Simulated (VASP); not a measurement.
Crystal: TiCo2.

```
Ti Co
1.0
     0.00000    3.35200    3.35200
     3.35200    0.00000    3.35200
     3.35200    3.35200    0.00000
Ti Co
2 4
Direct
  0.50000 0.50000 0.50000
  0.75000 0.75000 0.75000
  0.12500 0.12500 0.12500
  0.62500 0.12500 0.12500
  0.12500 0.12500 0.62500
  0.12500 0.62500 0.12500
```

Base run:

```yaml
Program: VASP 6.6.1
Functional: PBEsol
Potentials_or_basis: VASP PAW PBE potentials, release 64 (Ti_sv, Co)
Cutoff: 520 eV
k_mesh: 10 × 10 × 10
Occupations: fermi-dirac, width 0.1 eV
Spin: collinear spin, ferrimagnetic start
Starting_moments: "[-0.31, -0.31, 0.82, 0.82, 0.82, 0.82] μB"
```

Its results: pressure -12.4 GPa; net moment 1.67 μB per cell; site moments Ti -0.23; Co +0.57 μB.

Problem. The run is repeated on the same cell with these changes: occupations from fermi-dirac, width 0.1 eV to methfessel-paxton, width 0.3 eV. What comes out?

Solution. Pressure -12.6 GPa; net moment 1.89 μB per cell; site moments Ti -0.27; Co +0.65 μB.

Caveats: the cell stands under tension; the PAW data sets were made with another functional, which shifts forces and pressure a little; so wide a smearing shifts energies and pressures (at least some runs).
